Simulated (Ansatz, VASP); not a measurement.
## Two plane-wave programs on BP

File INCAR:

```
SYSTEM = BP
PREC = Accurate
ENCUT = 500
EDIFF = 1E-6
ISMEAR = 0
SIGMA = 0.01
LREAL = .False.
LASPH = .True.
NELM = 120
ALGO = Normal
ISIF = 2
LWAVE = .False.
LCHARG = .False.
GGA = PS
NBANDS = 11
GGA_COMPAT = .False.
```

File KPOINTS:

```
regular mesh
0
Gamma
  12 12 12
  0 0 0
```

The input POSCAR:

```
BP
1.0
    0.0000000000      2.2600463839      2.2600463839
    2.2600463839      0.0000000000      2.2600463839
    2.2600463839      2.2600463839      0.0000000000
B P
1 1
Direct
    0.0000000000      0.0000000000      0.0000000000
    0.2500000000      0.2500000000      0.2500000000
```

Input for Ansatz:

```yaml
crystal:
  lattice:
    - [0.0, 2.2600463839, 2.2600463839]
    - [2.2600463839, 0.0, 2.2600463839]
    - [2.2600463839, 2.2600463839, 0.0]
  atoms:
    - { symbol: B, position: [0.0, 0.0, 0.0] }
    - { symbol: P, position: [0.25, 0.25, 0.25] }
basis:
  ecutwfc: 420
kpoints:
  mp_grid: { grid: [12, 12, 12] }
  band_path:
    path:
      - [0.0, 0.0, 0.0]
      - [0.0, 0.0, 0.0]
      - [0.4168403866, 0.4168403866, 0.0]
      - [0.5, 0.5, 0.5]
      - [0.0043163706, 0.0043163706, 0.0]
      - [-0.0043163706, -0.0043163706, 0.0]
      - [0.0049841155, 0.0049841155, 0.0049841155]
      - [-0.0049841155, -0.0049841155, -0.0049841155]
      - [0.0043163706, 0.0043163706, 0.0]
      - [-0.0043163706, -0.0043163706, 0.0]
      - [0.4211567573, 0.4211567573, 0.0]
      - [0.412524016, 0.412524016, 0.0]
      - [0.4168403866, 0.4211567573, 0.0043163706]
      - [0.4168403866, 0.412524016, -0.0043163706]
      - [0.5049841155, 0.5049841155, 0.5049841155]
      - [0.4950158845, 0.4950158845, 0.4950158845]
      - [0.496947865, 0.503052135, 0.5]
      - [0.503052135, 0.496947865, 0.5]
    npoints: 1
hamiltonian:
  xc: pbesol
  pseudopotentials: { kind: paw, azcp: { folder: soft_1 } }
scf:
  occupations: { method: fixed }
  n_extra_bands: 5
output:
  forces: true
  stress: true
  eigenvalues: true
```

Alike in both runs: task single point; functional PBEsol; k mesh 12 × 12 × 12; no spin polarisation.

```csv
,VASP,Ansatz
version,VASP 6.6.1,Ansatz 0.2.0
potentials or method,"VASP PAW PBE potentials, release 64 (B, P), cutoff 500 eV","scalar-relativistic, plane waves, PAW"
occupations,"gaussian, width 0.01 eV",fixed
valence electrons in the cell,8,8
```

VASP gave:

| Quantity | Value |
| --- | --- |
| gap on the k mesh at the Fermi level (eV) | 1.11 |
| least direct gap on the mesh (eV) | 3.37 |
| pressure (GPa) | 0.1 |

Q: Which values does Ansatz return?

A: gap on the k mesh at the Fermi level (eV): 1.11; least direct gap on the mesh (eV): 3.38; pressure (GPa): 0.0.

VASP's potentials were made for PBE, not for PBEsol, and Ansatz warns of the same on its side.
